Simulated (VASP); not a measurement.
The system is Ta4Ge.

```xyz
5
Lattice="-3.5795 3.5795 1.7421 3.5795 -3.5795 1.7421 3.5795 3.5795 -1.7421" Properties=species:S:1:pos:R:3 pbc="T T T"
Ta    2.1426    0.6654    1.7421
Ta    1.4368    2.9141    0.0000
Ta   -0.6654    2.1426    1.7421
Ta    4.2449    1.4368    0.0000
Ge    0.0000    0.0000    0.0000
```

Base run:

```yaml
Program: VASP 6.6.1
Functional: PBE
Potentials_or_basis: VASP PAW PBE potentials, release 64 (Ta_pv, Ge_d)
Cutoff: 520 eV
k_mesh: 10 × 10 × 10
Occupations: gaussian, width 0.1 eV
Spin: no spin polarisation
```

Its results: band gap on the k mesh zero (bands 29 and 30 overlap by 0.96 eV); pressure 0.1 GPa; largest force 0.013 eV/Å.

**Question.** The run is repeated on the same cell with these changes: functional from PBE to r2SCAN; further incar settings from ALGO = Fast; EDIFF = 1e-07; NBANDS = 37 to ALGO = Normal; EDIFF = 1e-06; NBANDS = 37. What comes out?

**Answer.** Band gap on the k mesh zero (bands 29 and 30 overlap by 1.00 eV); pressure -2.6 GPa; largest force 0.034 eV/Å.

Caveats: spin-orbit coupling is left out, which moves the levels of the heavy elements; the PAW data sets were made with another functional, which shifts forces and pressure a little (at least some runs).
